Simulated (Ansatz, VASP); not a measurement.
**PtS2: VASP beside Ansatz**

The input INCAR:

```
SYSTEM = PtS2
PREC = Accurate ; ENCUT = 520
EDIFF = 1E-7 ; ISMEAR = 0
SIGMA = 0.05 ; LREAL = .FALSE.
LASPH = .TRUE. ; NELM = 60
ALGO = Normal ; ISIF = 2
LWAVE = .FALSE. ; LCHARG = .TRUE.
LDIPOL = .TRUE. ; IDIPOL = 3
DIPOL = 0.5 0.5 0.393 ; GGA = PE
IVDW = 12 ; LELF = .TRUE.
LVHAR = .TRUE. ; LVACPOTAV = .TRUE.
NBANDS = 31
```

File KPOINTS:

```
regular mesh
0
G
  9 9 1
  0 0 0
```

Contents of POSCAR:

```
PtS2
1.0
    3.5415277692      0.0000000000      0.0000000000
   -1.7707638846      3.0670530163      0.0000000000
    0.0000000000      0.0000000000     22.4670602589
S Pt
4 2
Direct
    0.6666666667      0.3333333333      0.2002932270
    0.3333333333      0.6666666667      0.3108341745
    0.5000000000      1.3333333333      0.4750746206
    0.1666666667      1.6666666667      0.5856155682
    0.0000000000      0.0000000000      0.2555637007
   -0.1666666667      1.0000000000      0.5303450944
```

Input for Ansatz:

```yaml
crystal:
  lattice:
    - [3.5415277692, 0.0, 0.0]
    - [-1.7707638846, 3.0670530163, 0.0]
    - [0.0, 0.0, 22.4670602589]
  atoms:
    - { symbol: S, position: [0.6666666667, 0.3333333333, 0.200293227] }
    - { symbol: Pt, position: [0.0, 0.0, 0.2555637007] }
    - { symbol: S, position: [0.3333333333, 0.6666666667, 0.3108341745] }
    - { symbol: S, position: [0.5, 1.3333333333, 0.4750746206] }
    - { symbol: Pt, position: [-0.1666666667, 1.0, 0.5303450944] }
    - { symbol: S, position: [0.1666666667, 1.6666666667, 0.5856155682] }
basis:
  ecutwfc: 420
kpoints:
  mp_grid: { grid: [9, 9, 1] }
hamiltonian:
  xc: pbe
  pseudopotentials: { kind: paw, azcp: { folder: soft_1 } }
  dispersion: d3bj
scf:
  occupations: { method: gaussian, width: 0.05 }
output:
  forces: true
  eigenvalues: true
efield:
  axis: 3
  dipole_correction: true
  ramp_width: 0.04
```

Alike in both runs: task single point; functional PBE; dispersion D3(BJ); k mesh 9 × 9 × 1; occupations gaussian, width 0.05 eV; no spin polarisation.

|  | VASP | Ansatz |
| --- | --- | --- |
| version | VASP 6.6.1 | Ansatz 0.2.0 |
| potentials or method | VASP PAW PBE potentials, release 64 (S, Pt), cutoff 520 eV | scalar-relativistic, plane waves, PAW |
| valence electrons in the cell | 44 | 60 |

|  | VASP | Ansatz | Ansatz less VASP |
| --- | --- | --- | --- |
| gap on the k mesh at the Fermi level (eV) | 1.56 | 1.55 | -0.005 |
| least direct gap on the mesh (eV) | 1.65 | 1.64 | -0.006 |
| rms of the force components (eV/Å) | 0.026 | 0.029 | +0.0030 |

VASP's potentials hold 44 valence electrons a cell and Ansatz's 60, so a difference there can come from the potentials and not from the codes.

Spin-orbit coupling is off throughout.
